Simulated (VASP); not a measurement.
A run of VASP 6.6.1 is set up as follows.

File INCAR:

```
PREC     = Accurate       # precision mode
ENCUT    = 520            # plane-wave cutoff, eV
EDIFF    = 1E-6           # SCF threshold, eV
ISMEAR   = 0              # smearing method
SIGMA    = 0.01           # smearing width, eV
LREAL    = False          # projectors in reciprocal space
LASPH    = True           # aspherical terms in the spheres
NELM     = 150            # most SCF steps
ALGO     = Normal         # electronic algorithm
ISIF     = 2              # what is computed and relaxed
LWAVE    = False          # write WAVECAR
LCHARG   = True           # write CHGCAR
MAGMOM   = 0 0 0 0 0 0    # initial moments
LORBIT   = 11             # projections on sites
LSORBIT  = True           # spin-orbit coupling
GGA_COMPAT= False        
LORBMOM  = True         
GGA      = PS             # functional
LVHAR    = True         
NBANDS   = 20             # bands
```

The input KPOINTS:

```
regular mesh
0
Gamma
  8 8 8
```

The input POSCAR:

```
BeTe
1.0
    2.6433946863      2.6433946863      0.0000000000
   -2.6433946863      2.6433946863      0.0000000000
    0.0000000000      2.6433946863      2.6433946863
Be Te
1 1
Direct
    0.0000000000      0.0000000000      0.0000000000
    0.7500000000      0.2500000000      0.5000000000
```

Potentials or basis: VASP PAW PBE potentials, release 64 (Be, Te).

Run with:

```bash
$ cat potpaw_PBE.64/Be/POTCAR potpaw_PBE.64/Te/POTCAR > POTCAR
$ mpirun -np 1 vasp_ncl > vasp.out
```

(1) What does it give for the net moment?

(2) What does it give for the pressure?

Answers

(1) 0.00 μB per cell.

(2) 15.5 GPa.

Caveat: the cell stands under pressure; the PAW data sets were made with another functional, which shifts forces and pressure a little.
